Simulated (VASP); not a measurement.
Input of a VASP 6.6.1 run:

Contents of INCAR:

```
  ALGO = Fast
  EDIFF = 1E-6
  ENCUT = 520
  GGA = PE
  ISIF = 2
  ISMEAR = 0
  LASPH = True
  LCHARG = False
  LREAL = False
  LWAVE = False
  NBANDS = 51
  NELM = 60
  PREC = Accurate
  SIGMA = 0.1
```

File KPOINTS:

```
k-points
0
Gamma
  6 6 6
```

POSCAR

```
Sn2Ge
1.0
   -2.0715135200      2.0715135200      8.7886875400
    2.0715135200     -2.0715135200      8.7886875400
    2.0715135200      2.0715135200     -8.7886875400
Sn Ge
4 2
Direct
    0.6666666700      0.6666666700      0.0000000000
    0.3333333300      0.3333333300      0.0000000000
    0.0833333300      0.5833333300      0.5000000000
    0.4166666700      0.9166666700      0.5000000000
    0.0000000000      0.0000000000      0.0000000000
    0.7500000000      0.2500000000      0.5000000000
```

Potentials or basis: VASP PAW PBE potentials, release 64 (Sn_d, Ge_d).

Launch:

```sh
$ cat potpaw_PBE.64/Sn_d/POTCAR potpaw_PBE.64/Ge_d/POTCAR > POTCAR
$ mpirun -np 1 vasp_std > vasp.out
```

(1) What does it give for the band gap on the k mesh?

(2) Estimate the pressure.

(3) Estimate the largest force.

Answers

(1) zero (filled and empty bands touch).

(2) 19.6 GPa.

(3) 1.930 eV/Å.

Caveat: the cell stands under pressure; semilocal functionals underestimate gaps, and a narrow one can read as zero; spin-orbit coupling is left out, which moves the levels of the heavy elements; forces of over 1 eV/Å act on the atoms, so gaps and moduli don't describe the material at rest.
